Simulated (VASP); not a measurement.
Write the native input for VASP 6.6.1 that does the following.

* Task: single point
* Functional: PBE
* Potentials or basis: VASP PAW PBE potentials, release 64 (K_sv, F)
* Cutoff: 520 eV
* k mesh: 8 × 8 × 8
* Occupations: gaussian, width 0.02 eV
* Spin: no spin polarisation
* Dipole correction: no
* Further INCAR settings: ALGO = Normal; EDIFF = 1e-06; NBANDS = 15

The structure of KF lies in POSCAR:

```
KF
1.0
    0.0000000000      2.7103695839      2.7103695839
    2.7103695839      0.0000000000      2.7103695839
    2.7103695839      2.7103695839      0.0000000000
K F
1 1
Direct
    0.5000000000      0.5000000000      0.5000000000
    0.0000000000      0.0000000000      0.0000000000
```

The input as run:

INCAR

```
  PREC = Accurate
  ENCUT = 520
  EDIFF = 1E-6
  ISMEAR = 0
  SIGMA = 0.02
  LREAL = F
  LASPH = T
  NELM = 60
  ALGO = Normal
  ISIF = 2
  LWAVE = F
  LCHARG = T
  GGA = PE
  LELF = T
  LVHAR = T
  NBANDS = 15
```

KPOINTS

```
regular mesh
0
Gamma
  8 8 8
```

Potentials or basis: VASP PAW PBE potentials, release 64 (K_sv, F).

Run with:

```bash
$ cat potpaw_PBE.64/K_sv/POTCAR potpaw_PBE.64/F/POTCAR > POTCAR
$ mpirun -np 1 vasp_std > vasp.out
```

Results of the run:

* Pressure: 0.0 GPa
* Band gap on the k mesh: 5.95 eV, direct

Wall time 13 s on 1 thread of AMD EPYC 9R45 96-Core Processor (Zen 5), on a shared host, peak memory 0.14 GiB.
